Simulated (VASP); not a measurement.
# PdRh: single point with PBEsol

System: PdRh, a slab with vacuum.

```xyz
4
Lattice="2.7584 0.0000 0.0000 -1.3792 2.3889 0.0000 0.0000 0.0000 12.7429" Properties=species:S:1:pos:R:3 pbc="T T T"
Pd    0.0000    0.0000    3.0000
Pd    1.3792    0.7963    7.4952
Rh    0.0000    1.5926    5.2476
Rh    1.3792    2.3889    9.7429
```

| Property | Result |
| --- | --- |
| Program | VASP 6.6.1 |
| Task | single point |
| Functional | PBEsol |
| Potentials or basis | VASP PAW PBE potentials, release 64 (Pd, Rh_pv) |
| Cutoff | 400 eV |
| k mesh | 7 × 7 × 1 |
| Occupations | methfessel-paxton, width 0.02 eV |
| Spin | no spin polarisation |

```
Largest force          : 0.801 eV/Å
Band gap on the k mesh : zero (bands 25 and 26 overlap by 1.52 eV)
```

Forces in eV/Å, atoms in the order of the input:
```
Pd   0.000  0.000  0.470
Pd   0.000  0.000 -0.017
Rh   0.000  0.000  0.347
Rh   0.000  0.000 -0.801
```

Levels at points of the mesh, in eV from the Fermi level:
```tsv
k point	band 22	band 23	band 24	band 25	band 26	band 27	band 28	band 29
(0.00, 0.00, 0.00)	-1.26	-1.26	-0.90	-0.90	-0.12	-0.12	0.24	0.24
```

It took 52 s on 1 thread of AMD EPYC 7R43 64-Core Processor (Zen 3), on a shared host, peak memory 0.12 GiB.

Caveat: the k points lie up to 0.38 Å⁻¹ apart, too coarse for converged energies and pressures of a metal; the PAW data sets were made with another functional, which shifts forces and pressure a little.
